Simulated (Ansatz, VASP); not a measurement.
## Two plane-wave programs on HfN

```
Hf N
1.0
     0.00000    2.43298    2.27381
     2.27381    0.00000    2.27381
     2.27381    2.43298    0.00000
Hf N
1 1
Direct
  0.00100 0.99900 0.00100
  0.48720 0.51280 0.48720
```

Change from the starting cell: mode 5 frozen in at -0.058 Å, normal strain along y +0.0700.

Alike in both runs: task single point; functional PBE; k mesh 16 × 16 × 16; occupations gaussian, width 0.15 eV; no spin polarisation.

|  | VASP | Ansatz |
| --- | --- | --- |
| version | VASP 6.6.1 | Ansatz 0.2.0 |
| potentials or method | VASP PAW PBE potentials, release 64 (Hf_pv, N), cutoff 520 eV | scalar-relativistic, plane waves, PAW |
| valence electrons in the cell | 15 | 31 |

VASP gave:

| Quantity | Value |
| --- | --- |
| gap on the k mesh at the Fermi level (eV) | none |
| pressure (GPa) | -14.9 |
| traceless stress, the component that is largest in VASP (GPa) | -12.14 |
| rms of the force components (eV/Å) | 0.160 |

Task: What did Ansatz give for the same quantities?

Result: gap on the k mesh at the Fermi level (eV): none; pressure (GPa): -12.9; traceless stress, the component that is largest in VASP (GPa): -12.38; rms of the force components (eV/Å): 0.158.

Atom by atom the forces differ by 0.001 eV/Å (rms over components). A gap of «none» marks a metal or a gap that the smearing closes. With one functional, cell and mesh, what is left measures potentials, basis and numerics. VASP's potentials hold 15 valence electrons a cell and Ansatz's 31, so a difference there can come from the potentials and not from the codes.

Neither program's run includes spin-orbit coupling.
